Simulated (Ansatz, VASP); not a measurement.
One calculation of Cu, two programs

Contents of INCAR:

```
SYSTEM = Cu
ALGO     = Normal         ! electronic algorithm
EDIFF    = 1E-6           ! SCF threshold, eV
ENCUT    = 600            ! plane-wave cutoff, eV
GGA      = PE             ! functional
GGA_COMPAT= .FALSE.      
ISIF     = 2              ! what is computed and relaxed
ISMEAR   = 0              ! smearing method
IVDW     = 12             ! dispersion correction
LASPH    = .TRUE.         ! aspherical terms in the spheres
LCHARG   = .TRUE.         ! write CHGCAR
LELF     = .TRUE.         ! ELF
LREAL    = .FALSE.        ! projectors in reciprocal space
LVHAR    = .TRUE.       
LWAVE    = .FALSE.        ! write WAVECAR
NBANDS   = 12             ! bands
NELM     = 120            ! most SCF steps
PREC     = Accurate       ! precision mode
SIGMA    = 0.1            ! smearing width, eV
```

The input KPOINTS:

```
k-points
0
G
  20 20 20
  0 0 0
```

The input POSCAR:

```
Cu
1.0
    0.0000000000      1.7265463659      1.7265463659
    1.7265463659      0.0000000000      1.7265463659
    1.7265463659      1.7265463659      0.0000000000
Cu
1
Direct
    0.0000000000      0.0000000000      0.0000000000
```

Input for Ansatz:

```yaml
crystal:
  lattice:
    - [0.0, 1.7265463659, 1.7265463659]
    - [1.7265463659, 0.0, 1.7265463659]
    - [1.7265463659, 1.7265463659, 0.0]
  atoms:
    - { symbol: Cu, position: [0.0, 0.0, 0.0] }
basis:
  ecutwfc: 420
kpoints:
  mp_grid: { grid: [20, 20, 20] }
hamiltonian:
  xc: pbe
  dispersion: d3bj
  pseudopotentials: { kind: paw }
scf:
  occupations: { method: gaussian, width: 0.1 }
output:
  forces: true
  stress: true
  eigenvalues: true
```

Alike in both runs: task single point; functional PBE; dispersion D3(BJ); k mesh 20 × 20 × 20; occupations gaussian, width 0.1 eV; no spin polarisation.

|  | VASP | Ansatz |
| --- | --- | --- |
| version | VASP 6.6.1 | Ansatz 0.2.0 |
| potentials or method | VASP PAW PBE potentials, release 64 (Cu), cutoff 600 eV | scalar-relativistic, plane waves, PAW |
| valence electrons in the cell | 11 | 19 |

```tsv
	VASP	Ansatz	Ansatz less VASP
gap on the k mesh at the Fermi level (eV)	none	none	-
pressure (GPa)	20.5	19.9	-0.60
```

A gap of «none» marks a metal or a gap that the smearing closes. VASP's potentials hold 11 valence electrons a cell and Ansatz's 19, so a difference there can come from the potentials and not from the codes.
